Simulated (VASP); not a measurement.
Sb, 4 atoms in the cell. The cell holds a slab with vacuum, 4 atoms: a = 4.069 Å, b = 4.069 Å, c = 20.800 Å, α = 90.00°, β = 90.00°, γ = 120.00°. 

| Quantity | Value |
| --- | --- |
| Program | VASP 6.6.1 |
| Task | relaxation of the atoms |
| Functional | PBE |
| Dispersion | D3(BJ) |
| Potentials or basis | VASP PAW PBE potentials, release 64 (Sb) |
| Cutoff | 520 eV |
| k mesh | 9 × 9 × 1 |
| Occupations | gaussian, width 0.05 eV |
| Spin | no spin polarisation |
| Dipole correction | yes |
| Atoms held fixed (from 0) | [1, 0, 2, 3] |
| Further INCAR settings | ALGO = Normal; EDIFF = 1e-07; IBRION = 2; EDIFFG = -0.003; NSW = 40 |

Potentials or basis: VASP PAW PBE potentials, release 64 (Sb).

Launch:

```console
$ cat potpaw_PBE.64/Sb/POTCAR > POTCAR
$ mpirun -np 1 vasp_std > vasp.out
```

Hardware: 1 thread of AMD EPYC 7R13, with other jobs on the host.

Question: Estimate the wall time of this run.

Answer: Wall time 22 min on 1 thread of AMD EPYC 7R13, on a shared host, peak memory 0.37 GiB. Counts: scf iterations 141, k points 12, ion steps 17.
